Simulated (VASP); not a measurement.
Here is a VASP 6.6.1 calculation.

File POSCAR:

```
Sn
1.0
    0.0000000000      3.2723394947      3.2723394947
    3.2723394947      0.0000000000      3.2723394947
    3.2723394947      3.2723394947      0.0000000000
Sn
2
Direct
    0.0000000000      0.0000000000      0.0000000000
    0.2500000000      0.2500000000      0.2500000000
```

INCAR.step1

```
SYSTEM = Sn
PREC = Accurate
ENCUT = 520
ISMEAR = -1
SIGMA = 0.1
LREAL = .FALSE.
LASPH = .TRUE.
NELM = 100
NBANDS = 21
GGA = PE
ALGO = Normal
EDIFF = 1E-4
LWAVE = .TRUE.
LCHARG = .FALSE.
```

Contents of INCAR.step2:

```
SYSTEM = Sn
PREC = Accurate
ENCUT = 520
EDIFF = 1E-7
ISMEAR = -1
SIGMA = 0.1
LREAL = .FALSE.
LASPH = .TRUE.
NELM = 100
ALGO = Normal
ISIF = 2
LWAVE = .FALSE.
LCHARG = .FALSE.
METAGGA = R2SCAN
LMIXTAU = .TRUE.
IVDW = 12
VDW_S6 = 1.0
VDW_S8 = 0.78981345
VDW_A1 = 0.49484001
VDW_A2 = 5.73083694
NBANDS = 21
ISTART = 1
```

Contents of KPOINTS:

```
Automatic mesh
0
G
  6 6 6
  0 0 0
```

Potentials or basis: VASP PAW PBE potentials, release 64 (Sn_d).

Launch:

```console
$ cat potpaw_PBE.64/Sn_d/POTCAR > POTCAR
$ cp INCAR.step1 INCAR
$ mpirun -np 1 vasp_std > vasp.out
$ cp INCAR.step2 INCAR
$ mpirun -np 1 vasp_std > vasp.out
```

Problem. What does it give for the band gap on the k mesh?

Solution. Zero (filled and empty bands touch).

Problem. What does it give for the pressure?

Solution. -0.1 GPa.

Problem. Predict the dispersion energy per atom.

Solution. -0.143 eV.

Caveat: three body term missing; the PAW data sets were made with another functional, which shifts forces and pressure a little; spin-orbit coupling is left out, which moves the levels of the heavy elements; pairwise dispersion overbinds metals, which lowers pressure and volume.
